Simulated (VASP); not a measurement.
# Ag (Fm-3m) in VASP: notebook

Runs on Ag. Level: PBE. Tasks: single point.

Everything below comes from runs of VASP 6.6.1. Logs are shortened: lines on timing, memory, paths and dates and some standing lists are left out, and cuts for length are marked.

## Step 1: The cell of the first run

The structure is cubic, space group Fm-3m (No. 225). The conventional cell has a = 3.179 Å, b = 3.179 Å, c = 3.179 Å, α = 90.00°, β = 90.00°, γ = 90.00°. Within 3.0 Å of Ag (site symmetry m-3m) lie 12 Ag at 2.25 Å.

## Step 2: Single point, PBE (volume scaled by 0.45)

The input, INCAR:

```
SYSTEM = Ag
PREC     = Accurate       ! precision mode
ENCUT    = 520            ! plane-wave cutoff, eV
EDIFF    = 1E-6           ! SCF threshold, eV
ISMEAR   = -1             ! smearing method
SIGMA    = 0.1            ! smearing width, eV
LREAL    = .False.        ! projectors in reciprocal space
LASPH    = .True.         ! aspherical terms in the spheres
NELM     = 80             ! most SCF steps
ALGO     = Normal         ! electronic algorithm
ISIF     = 2              ! what is computed and relaxed
LWAVE    = .False.        ! write WAVECAR
LCHARG   = .False.        ! write CHGCAR
GGA      = PE             ! functional
NBANDS   = 12             ! bands
```

The input, KPOINTS:

```
Automatic mesh
0
Gamma
  16 16 16
  0 0 0
```

The input, POSCAR:

```
Ag
1.0
    0.0000000000      1.5894293370      1.5894293370
    1.5894293370      0.0000000000      1.5894293370
    1.5894293370      1.5894293370      0.0000000000
Ag
1
Direct
    0.0000000000      0.0000000000      0.0000000000
```

Potentials or basis: VASP PAW PBE potentials, release 64 (Ag).

Command:

```console
$ cat potpaw_PBE.64/Ag/POTCAR > POTCAR
$ mpirun -np 1 vasp_std > vasp.out
```

OUTCAR:

```text
SYSTEM = Ag
   PREC = Accurate
   ENCUT = 520
   EDIFF = 1E-6
   ISMEAR = -1
   LREAL = .False.
   LASPH = .True.
   NELM = 80
   ISIF = 2
   GGA = PE

 ion  position               nearest neighbor table
   1  0.000  0.000  0.000-

  LATTYP: Found a face centered cubic cell.
 ALAT       =     3.1788586740

  Lattice vectors:

 A1 = (   0.0000000000,   1.5894293370,   1.5894293370)
 A2 = (   1.5894293370,   0.0000000000,   1.5894293370)
 A3 = (   1.5894293370,   1.5894293370,   0.0000000000)

Analysis of symmetry for initial positions (statically):
=====================================================================
 Subroutine PRICEL returns:
 Original cell was already a primitive cell.

 Routine SETGRP: Setting up the symmetry group for a
 face centered cubic supercell.

 Subroutine GETGRP returns: Found 48 space group operations
 (whereof 48 operations were pure point group operations)
 out of a pool of 48 trial point group operations.

The static configuration has the point symmetry O_h .

Analysis of symmetry for dynamics (positions and initial velocities):
=====================================================================
 Subroutine PRICEL returns:
 Original cell was already a primitive cell.

 Routine SETGRP: Setting up the symmetry group for a
 face centered cubic supercell.

 Subroutine GETGRP returns: Found 48 space group operations
 (whereof 48 operations were pure point group operations)
 out of a pool of 48 trial point group operations.

The dynamic configuration has the point symmetry O_h .

 Subroutine INISYM returns: Found 48 space group operations
 (whereof 48 operations are pure point group operations),
 and found     1 'primitive' translations

----------------------------------------------------------------------------------------

                                     Primitive cell

  volume of cell :       8.0307

  direct lattice vectors                    reciprocal lattice vectors
     0.000000000  1.589429337  1.589429337    -0.314578313  0.314578313  0.314578313
     1.589429337  0.000000000  1.589429337     0.314578313 -0.314578313  0.314578313
     1.589429337  1.589429337  0.000000000     0.314578313  0.314578313 -0.314578313

  length of vectors
     2.247792525  2.247792525  2.247792525     0.544865622  0.544865622  0.544865622

  position of ions in fractional coordinates (direct lattice)
     0.000000000  0.000000000  0.000000000

  ion indices of the primitive-cell ions
   primitive index   ion index
                 1           1

----------------------------------------------------------------------------------------

 KPOINTS: Automatic mesh

Automatic generation of k-mesh.
 Grid dimensions read from file:
 generate k-points for:   16   16   16

 Generating k-lattice:

  Cartesian coordinates                     Fractional coordinates (reciprocal lattice)
    -0.019661145  0.019661145  0.019661145     0.062500000  0.000000000  0.000000000
     0.019661145 -0.019661145  0.019661145     0.000000000  0.062500000  0.000000000
     0.019661145  0.019661145 -0.019661145     0.000000000  0.000000000  0.062500000

  Length of vectors
     0.034054101  0.034054101  0.034054101

  Shift w.r.t. Gamma in fractional coordinates (k-lattice)
     0.000000000  0.000000000  0.000000000

 Subroutine IBZKPT returns following result:
 ===========================================

 Found    145 irreducible k-points:

 Following reciprocal coordinates:
            Coordinates               Weight
  0.000000  0.000000  0.000000      1.000000
  0.062500  0.000000  0.000000      8.000000
  0.125000  0.000000  0.000000      8.000000
  0.187500  0.000000  0.000000      8.000000
  0.250000  0.000000  0.000000      8.000000
  0.312500  0.000000  0.000000      8.000000
[... 16 lines left out ...]
 -0.125000  0.062500  0.000000     24.000000
 -0.062500  0.062500  0.000000     12.000000
 [... further k-points ...]
   k-points           NKPTS =    145   k-points in BZ     NKDIM =    145   number of bands    NBANDS=     12
   number of dos      NEDOS =    301   number of ions     NIONS =      1
   total plane-waves  NPLWV =   5832
   dimension x,y,z NGX =    18 NGY =   18 NGZ =   18
   dimension x,y,z NGXF=    36 NGYF=   36 NGZF=   36
   ions per type =               1
   NGX,Y,Z   is equivalent  to a cutoff of  13.31, 13.31, 13.31 a.u.
   NGXF,Y,Z  is equivalent  to a cutoff of  26.63, 26.63, 26.63 a.u.
 SYSTEM =  Ag
   PREC   = accura    normal or accurate (medium, high low for compatibility)
   ISTART =      0    job   : 0-new  1-cont  2-samecut
   ICHARG =      2    charge: 1-file 2-atom 10-const
   ISPIN  =      1    spin polarized calculation?
   LNONCOLLINEAR =      F non collinear calculations
   LSORBIT =      F    spin-orbit coupling
   LASPH  =      T    aspherical Exc in radial PAW
   ENCUT  =  520.0 eV  38.22 Ry    6.18 a.u.   4.18  4.18  4.18*2*pi/ulx,y,z
   NELM   =     80;   NELMIN=  2; NELMDL= -5     # of ELM steps
   EDIFF  = 0.1E-05   stopping-criterion for ELM
   LREAL  =      F    real-space projection
   EDIFFG = 0.1E-04   stopping-criterion for IOM
   NSW    =      0    number of steps for IOM
   IBRION =     -1    ionic relax: 0-MD 1-quasi-New 2-CG
   NFREE  =      0    steps in history (QN), initial steepest desc. (CG)
   ISIF   =      2    stress and relaxation
   ISYM   =      2    0-nonsym 1-usesym 2-fastsym
   POTIM  = 0.5000    time-step for ionic-motion
   TEBEG  =    0.0;   TEEND  =   0.0 temperature during run
   PSTRESS=    0.0 pullay stress
   NELECT =      11.0000    total number of electrons
   NUPDOWN=      -1.0000    fix difference up-down
   EMIN   =  10.00;   EMAX   =-10.00  energy-range for DOS
   EFERMI =   0.00;   METHOD = LEGACY
   ISMEAR =    -1;   SIGMA  =   0.10  broadening in eV -4-tet -1-fermi 0-gaus
   EFERMI_NEDOS =   21; number of points for ismear=-14 and -15
   IALGO  =     38    algorithm
   IMIX   =      4    mixing-type and parameters
     AMIX     =   0.40;   BMIX     =  1.00
     AMIX_MAG =   1.60;   BMIX_MAG =  1.00
  volume/ion in A,a.u.               =       8.03        54.19
  Fermi-wavevector in a.u.,A,eV,Ry     =   1.818114  3.435738 44.974594  3.305539
  Thomas-Fermi vector in A             =   2.875176
   LORBIT       =      0    0 simple, 1 ext, 2 COOP (PROOUT), +10 PAW based schemes
   GGA     = PE    functional components
   LHFCALC =     F    Hartree Fock is set to
   AEXX    =    0.0000 exact exchange contribution
   IVDW    =     0    specifies the selected vdW correction
   LEPSILON=     F    determine dielectric tensor
   LRPA    =     F    only Hartree local field effects (RPA)
 non-spin polarized calculation
  energy-cutoff  :      520.00
  volume of cell :        8.03
 maximum number of plane-waves:       228
 NGX is ok and might be reduce to    18
   NGX =  9   NGY =  9   NGZ =  9

 number of electron      11.0000002 magnetization

 Free energy of the ion-electron system (eV)
  ---------------------------------------------------
  ext. energy  EPLUGINS =         0.00000000
  ---------------------------------------------------
  free energy    TOTEN  =         6.10784505 eV

  energy without entropy =        6.11404104  energy(sigma->0) =        6.11094304

 E-fermi :  26.1855     XC(G=0): -17.3019

 val. band max:       26.1752916032   @ k =  -0.2500   0.2500   0.0625
 cond. band min:      26.2661733080   @ k =   0.5000   0.2500   0.1250
 fundamental gap:      0.0908817048
 Fermi energy:        26.1854860938

 k-point     1 :       0.0000    0.0000    0.0000
  band No.  band energies     occupation
      1       9.7872      2.00000
      2      14.8714      2.00000
      3      14.8714      2.00000
      4      14.8714      2.00000
      5      18.5880      2.00000
      6      18.5880      2.00000
      7      39.0257      0.00000
      8      47.6927      0.00000
      9      47.6927      0.00000
     10      47.6927      0.00000
     11      55.5238      0.00000
     12      58.2711      0.00000

 k-point     2 :       0.0625    0.0000    0.0000
  band No.  band energies     occupation
      1      10.0324      2.00000
      2      14.7480      2.00000
      3      14.9779      2.00000
      4      14.9779      2.00000
      5      18.5160      2.00000
      6      18.5160      2.00000
      7      39.4629      0.00000
      8      46.5673      0.00000
      9      48.1151      0.00000
     10      48.1152      0.00000
     11      56.8591      0.00000
     12      58.3616      0.00000

 k-point     3 :       0.1250    0.0000    0.0000
  band No.  band energies     occupation
      1      10.6820      2.00000
      2      14.5021      2.00000
      3      15.2438      2.00000
      4      15.2438      2.00000
      5      18.3747      2.00000
      6      18.3747      2.00000
      7      40.6282      0.00000
      8      44.4552      0.00000
      9      49.3416      0.00000
     10      49.3416      0.00000
     11      57.9922      0.00000
     12      59.6566      0.00000

 k-point     4 :       0.1875    0.0000    0.0000
  band No.  band energies     occupation
      1      11.3533      2.00000
      2      14.5910      2.00000
      3      15.4851      2.00000
      4      15.4851      2.00000
      5      18.3905      2.00000
      6      18.3905      2.00000
      7      41.5348      0.00000
      8      42.9780      0.00000
      9      51.2604      0.00000
     10      51.2604      0.00000
     11      57.8317      0.00000
     12      58.8667      0.00000

 k-point     5 :       0.2500    0.0000    0.0000
  band No.  band energies     occupation
      1      11.4431      2.00000
      2      15.4748      2.00000
      3      15.4748      2.00000
      4      15.6643      2.00000
      5      18.8180      2.00000
      6      18.8180      2.00000
      7      40.0744      0.00000
      8      43.6365      0.00000
      9      53.7096      0.00000
     10      53.7096      0.00000
     11      56.4390      0.00000
     12      57.9366      0.00000
[... 228 lines left out ...]
      1      11.5641      2.00000
      2      15.2180      2.00000
      3      15.5510      2.00000
      4      15.9168      2.00000
      5      18.4201      2.00000
      6      20.0893      2.00000
      7      39.8490      0.00000
      8      43.8230      0.00000
      9      52.6168      0.00000
     10      53.5601      0.00000
     11      55.3887      0.00000
     12      57.9967      0.00000

 k-point    22 :      -0.1875    0.0625    0.0000
  band No.  band energies     occupation
      1      11.6885      2.00000
      2      14.4250      2.00000
      3      15.6563      2.00000
      4      15.6635      2.00000
      5      17.8776      2.00000
      6      19.2048      2.00000
      7      41.4775      0.00000
      8      43.3272      0.00000
      9      50.6452      0.00000
     10      53.0571      0.00000
     11      56.1484      0.00000
     12      58.1994      0.00000

 k-point    23 :      -0.1250    0.0625    0.0000
  band No.  band energies     occupation
      1      11.1423      2.00000
      2      14.2198      2.00000
      3      15.4246      2.00000
      4      15.5335      2.00000
      5      17.9053      2.00000
      6      18.7578      2.00000
      7      41.4533      0.00000
      8      43.7412      0.00000
      9      49.0462      0.00000
     10      50.8157      0.00000
     11      57.9807      0.00000
     12      59.4325      0.00000

 k-point    24 :      -0.0625    0.0625    0.0000
  band No.  band energies     occupation
      1      10.4208      2.00000
      2      14.5106      2.00000
      3      15.1181      2.00000
      4      15.2281      2.00000
      5      18.2177      2.00000
      6      18.6202      2.00000
      7      40.1556      0.00000
      8      45.5082      0.00000
      9      48.1435      0.00000
     10      49.1112      0.00000
     11      57.8798      0.00000
     12      59.1136      0.00000

 [... further k-points ...]
[... 5 lines left out ...]
  --------------------------------------------------------------------------------------
  -------------------------------------------------------------------------------------
  Total       33.0420012     33.0420012     33.0420012      0.0000000     -0.0000000     -0.0000000
  in kB     6592.0919233   6592.0919233   6592.0919233      0.0000000     -0.0000000     -0.0000000
  external PRESSURE =    6592.0919233 kB  Pullay stress =       0.0000000 kB

 VOLUME and BASIS-vectors are now :
 -----------------------------------------------------------------------------
  energy-cutoff  :      520.00
  volume of cell :        8.03
      direct lattice vectors                 reciprocal lattice vectors
     0.000000000  1.589429337  1.589429337    -0.314578313  0.314578313  0.314578313
     1.589429337  0.000000000  1.589429337     0.314578313 -0.314578313  0.314578313
     1.589429337  1.589429337  0.000000000     0.314578313  0.314578313 -0.314578313

 POSITION                                       TOTAL-FORCE (eV/Angst)
 -----------------------------------------------------------------------------------
      0.00000      0.00000      0.00000         0.000000      0.000000      0.000000
 -----------------------------------------------------------------------------------
    total drift:                               -0.000000      0.000000      0.000000

  FREE ENERGIE OF THE ION-ELECTRON SYSTEM (eV)
  ---------------------------------------------------
  free  energy   TOTEN  =         6.1078450507 eV

  energy  without entropy=        6.1140410368  energy(sigma->0) =        6.11094304
```

It took 10 s on 1 thread of AMD EPYC 9R14 (Zen 4), shared host; peak memory 0.1 GiB.

The run converged, but its numbers aren't listed here, since they failed a check.

## Step 3: Single point, PBE (volume scaled by 0.45)

The input, INCAR:

```
PREC = Accurate
ENCUT = 520
EDIFF = 1E-6
ISMEAR = -1
SIGMA = 0.1
LREAL = False
LASPH = True
NELM = 60
ALGO = Normal
ISIF = 2
LWAVE = False
LCHARG = False
GGA = PE
NBANDS = 12
```

The input, KPOINTS:

```
regular mesh
0
Gamma
  16 16 16
```

POSCAR is that of step 2.

Potentials or basis: VASP PAW PBE potentials, release 64 (Ag).

Command:

```console
$ cat potpaw_PBE.64/Ag/POTCAR > POTCAR
$ mpirun -np 1 vasp_std > vasp.out
```

It took 9.4 s on 1 thread of AMD EPYC 9R14 (Zen 4), shared host; peak memory 0.1 GiB.

The run converged, but its numbers aren't listed here, since they failed a check.

## Step 4: Single point, PBE (volume scaled by 0.52)

The input, INCAR:

```
SYSTEM = Ag
  ALGO = Normal
  EDIFF = 1E-6
  ENCUT = 520
  GGA = PE
  ISIF = 2
  ISMEAR = -1
  LASPH = .TRUE.
  LCHARG = .TRUE.
  LELF = .TRUE.
  LREAL = .FALSE.
  LVHAR = .TRUE.
  LWAVE = .FALSE.
  NBANDS = 12
  NELM = 100
  PREC = Accurate
  SIGMA = 0.1
```

The input, KPOINTS:

```
k-points
0
G
  16 16 16
  0 0 0
```

The input, POSCAR:

```
Ag
1.0
    0.0000000000      1.6679057328      1.6679057328
    1.6679057328      0.0000000000      1.6679057328
    1.6679057328      1.6679057328      0.0000000000
Ag
1
Direct
    0.0000000000      0.0000000000      0.0000000000
```

Command:

```console
$ cat potpaw_PBE.64/Ag/POTCAR > POTCAR
$ mpirun -np 1 vasp_std > vasp.out
```

Run time: 10 s. Hardware: 1 thread of AMD EPYC 9R14 (Zen 4), shared host; peak memory 0.1 GiB.

It converged, with:

| Property | Result |
| --- | --- |
| Free energy | 2.2204 eV |
| Pressure | 368.4 GPa |

Levels at points of the mesh, in eV from the Fermi level:
```csv
k point,band 3,band 4,band 5,band 6,band 7,band 8,band 9,band 10
"(0.00, 0.00, 0.00)",-9.27,-9.27,-6.33,-6.33,14.50,22.02,22.02,22.02
"(0.50, 0.00, 0.00)",-9.41,-4.09,-4.09,-3.02,8.06,13.98,22.83,22.83
"(0.50, 0.50, 0.00)",-4.15,-3.48,-3.48,0.50,12.66,12.96,12.96,26.16
```

[end of part 1 of 2]
